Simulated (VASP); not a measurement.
Here is a VASP 6.6.1 calculation.

File POSCAR:

```
PbSe
1.0
    0.0000000000      3.2326898701      3.2326898701
    3.2326898701      0.0000000000      3.2326898701
    3.2326898701      3.2326898701      0.0000000000
Pb Se
1 1
Direct
    0.0000000000      0.0000000000      0.0000000000
    0.5000000000      0.5000000000      0.5000000000
```

INCAR.step1

```
SYSTEM = PbSe
PREC = Accurate ; ENCUT = 550
ISMEAR = 0 ; SIGMA = 0.01
LREAL = .False. ; LASPH = .True.
NELM = 120 ; NBANDS = 17
GGA = PE ; ALGO = Normal
EDIFF = 1E-5 ; LWAVE = .True.
LCHARG = .False. ; GGA_COMPAT = .False.
```

INCAR.step2

```
SYSTEM = PbSe
PREC = Accurate ; ENCUT = 550
EDIFF = 1E-6 ; ISMEAR = 0
SIGMA = 0.01 ; LREAL = .False.
LASPH = .True. ; NELM = 120
ALGO = Normal ; ISIF = 2
LWAVE = .False. ; LCHARG = .True.
METAGGA = R2SCAN ; LMIXTAU = .True.
LELF = .True. ; LVHAR = .True.
NBANDS = 17 ; ISTART = 1
GGA_COMPAT = .False.
```

The input KPOINTS:

```
Automatic mesh
0
Gamma
  8 8 8
  0 0 0
```

Potentials or basis: VASP PAW PBE potentials, release 64 (Pb_d, Se).

Run with:

```bash
$ cat potpaw_PBE.64/Pb_d/POTCAR potpaw_PBE.64/Se/POTCAR > POTCAR
$ cp INCAR.step1 INCAR
$ mpirun -np 1 vasp_std > vasp.out
$ cp INCAR.step2 INCAR
$ mpirun -np 1 vasp_std > vasp.out
```

(1) Predict the band gap on the k mesh.

(2) Estimate the pressure.

Results:

(1) 1.02 eV.

(2) -5.2 GPa.

Caveat: the cell differs from its parent crystal (strain +5.3%); the cell stands under tension; the PAW data sets were made with another functional, which shifts forces and pressure a little; spin-orbit coupling is left out, which moves the levels of the heavy elements.
